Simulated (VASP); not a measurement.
Set up this calculation in VASP 6.6.1, as the native input.

- Task: single point
- Functional: r2SCAN
- Potentials or basis: VASP PAW PBE potentials, release 64 (Pb_d, S)
- Cutoff: 440 eV
- k mesh: 3 × 3 × 3
- Occupations: fermi-dirac, width 0.1 eV
- Spin: no spin polarisation
- Dipole correction: no
- Further INCAR settings: ALGO = Normal; EDIFF = 1e-06; NBANDS = 50

Crystal: PbS.

```
Pb S
1.0
     0.00000    5.93150    5.93150
     5.93150    0.00000    5.93150
     2.96575    2.96575    0.00000
Pb S
4 4
Cartesian
  -0.0072 -0.0055 0.0037
  2.9761 0.0149 2.9596
  0.0088 2.9671 2.9735
  2.9532 2.9713 5.9198
  2.9530 2.9309 2.9705
  5.9371 2.9443 5.9481
  2.9724 5.9161 5.9688
  5.9411 5.9210 8.8898
```

The input as run:

POSCAR

```
PbS
1.0
    0.0000000000      5.9315000000      5.9315000000
    5.9315000000      0.0000000000      5.9315000000
    2.9657500000      2.9657500000      0.0000000000
Pb S
4 4
Direct
    0.0004578943      0.0001724690     -0.0027642249
   -0.0001344517      0.4990923881      0.0053033803
    0.5000318638      0.0012765742      0.0004005732
    0.5005415999      0.4974926241      0.0007854674
    0.2485382281      0.2522708421      0.4911676642
    0.2491295625      0.7536774846      0.4945180814
    0.7512892186      0.2549985670      0.4922316446
    0.7476800135      0.7510565624      0.5011103431
```

INCAR.step1

```
  PREC = Accurate
  ENCUT = 440
  ISMEAR = -1
  SIGMA = 0.1
  LREAL = F
  LASPH = T
  NELM = 120
  NBANDS = 50
  GGA = PE
  ALGO = Normal
  EDIFF = 1E-5
  LWAVE = T
  LCHARG = F
  GGA_COMPAT = F
```

INCAR.step2

```
  PREC = Accurate
  ENCUT = 440
  EDIFF = 1E-6
  ISMEAR = -1
  SIGMA = 0.1
  LREAL = F
  LASPH = T
  NELM = 120
  ALGO = Normal
  ISIF = 2
  LWAVE = F
  LCHARG = T
  METAGGA = R2SCAN
  LMIXTAU = T
  LELF = T
  LVHAR = T
  NBANDS = 50
  ISTART = 1
  GGA_COMPAT = F
```

KPOINTS

```
regular mesh
0
Gamma
  3 3 3
```

Potentials or basis: VASP PAW PBE potentials, release 64 (Pb_d, S).

Launch:

```bash
$ cat potpaw_PBE.64/Pb_d/POTCAR potpaw_PBE.64/S/POTCAR > POTCAR
$ cp INCAR.step1 INCAR
$ mpirun -np 1 vasp_std > vasp.out
$ cp INCAR.step2 INCAR
$ mpirun -np 1 vasp_std > vasp.out
```

It gave:

| Property | Result |
| --- | --- |
| Pressure | 1.3 GPa |
| Largest force | 0.099 eV/Å |
| Band gap on the k mesh | 0.63 eV |

Caveat: the k points lie up to 0.50 Å⁻¹ apart; the PAW data sets were made with another functional, which shifts forces and pressure a little; spin-orbit coupling is left out, which moves the levels of the heavy elements.

It took 7.5 min on 1 thread of AMD EPYC 9R45 96-Core Processor (Zen 5) (shared host), peak memory 0.35 GiB.
